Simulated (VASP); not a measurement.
BN (kpat), 2 atoms in the cell. The structure is cubic, space group F-43m (No. 216). Conventional cell: a = 3.580 Å, b = 3.580 Å, c = 3.580 Å, α = 90.00°, β = 90.00°, γ = 90.00°. B (site symmetry -43m) has 4 N at 1.55 Å within 2.1 Å. N (site symmetry -43m) has 4 B at 1.55 Å within 2.1 Å.  This cell differs from its parent crystal: strained cell.

* Program: VASP 6.6.1
* Task: single point
* Functional: PBE
* Potentials or basis: VASP PAW PBE potentials, release 64 (B, N)
* Cutoff: 520 eV
* k mesh: 12 × 12 × 12
* Occupations: gaussian, width 0.02 eV
* Spin: no spin polarisation
* Dipole correction: no
* Further INCAR settings: ALGO = Normal; EDIFF = 1e-06; NBANDS = 11

Potentials or basis: VASP PAW PBE potentials, release 64 (B, N).

Command:

```console
$ cat potpaw_PBE.64/B/POTCAR potpaw_PBE.64/N/POTCAR > POTCAR
$ mpirun -np 1 vasp_std > vasp.out
```

Hardware: 1 thread of Intel Xeon 6975P-C, with other jobs on the host.

Task: How long does it take, and how much memory?

Result: It took 8.1 s on 1 thread of Intel Xeon 6975P-C, with other jobs on the host, peak memory 0.12 GiB. Counts: scf iterations 12, k points 72.
